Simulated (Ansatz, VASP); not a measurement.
Zn2InO in VASP and in Ansatz

```
Zn In O
1.0
     3.20224    0.00000    0.00000
     0.00000    3.20224    0.00000
     0.00000    0.00000    6.83954
Zn In O
2 1 1
Direct
  0.50000 0.00000 0.82484
  0.00000 0.50000 0.17516
  0.50000 0.50000 0.50000
  0.00000 0.00000 0.00000
```

Alike in both runs: functional PBE; k mesh 4 × 4 × 4; occupations gaussian, width 0.1 eV; no spin polarisation.

Ansatz relaxed the structure, and its values are those at the end. VASP's run is a single point on that final structure, the one shown.

|  | VASP | Ansatz |
| --- | --- | --- |
| version | VASP 6.6.1 | Ansatz 0.2.0 |
| potentials or method | VASP PAW PBE potentials, release 64 (Zn, In_d, O), cutoff 520 eV | scalar-relativistic, plane waves, PAW |
| valence electrons in the cell | 43 | 43 |

```tsv
	VASP	Ansatz	Ansatz less VASP
gap on the k mesh at the Fermi level (eV)	none	none	-
pressure (GPa)	0.5	0.1	-0.36
rms of the force components (eV/Å)	0.023	0.003	-0.0199
```

A gap of «none» marks a metal or a gap that the smearing closes. With one functional, cell and mesh, what is left measures potentials, basis and numerics.

The k mesh is coarse, so the values compare programs but aren't converged.
